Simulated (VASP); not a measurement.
A run of VASP 6.6.1:

Contents of INCAR:

```
PREC = Accurate
ENCUT = 520
EDIFF = 1E-7
ISMEAR = 0
SIGMA = 0.01
LREAL = False
LASPH = True
NELM = 80
ALGO = Normal
ISIF = 2
LWAVE = False
LCHARG = False
GGA = PE
NBANDS = 16
```

The input KPOINTS:

```
regular mesh
0
Gamma
  4 4 4
```

The input POSCAR:

```
CdSe
1.0
    0.0229200000      3.0035200000      2.9919200000
    3.0399300000     -0.0147700000      3.0296100000
    3.1147700000      3.1160500000     -0.0896100000
Cd Se
1 1
Direct
    0.9378500000      0.0071100000      0.0465100000
    0.7047888052      0.7340983672      0.7906849571
```

Potentials or basis: VASP PAW PBE potentials, release 64 (Cd, Se).

Launch:

```sh
$ cat potpaw_PBE.64/Cd/POTCAR potpaw_PBE.64/Se/POTCAR > POTCAR
$ mpirun -np 1 vasp_std > vasp.out
```

Hardware: 1 thread of Intel(R) Xeon(R) Platinum 8375C CPU @ 2.90GHz (Ice Lake), on a shared host.

Problem. Estimate the wall time of this run.

Solution. Run time: 22 s on 1 thread of Intel(R) Xeon(R) Platinum 8375C CPU @ 2.90GHz (Ice Lake) (shared host), peak memory 0.19 GiB. Counts: scf iterations 14, k points 36.
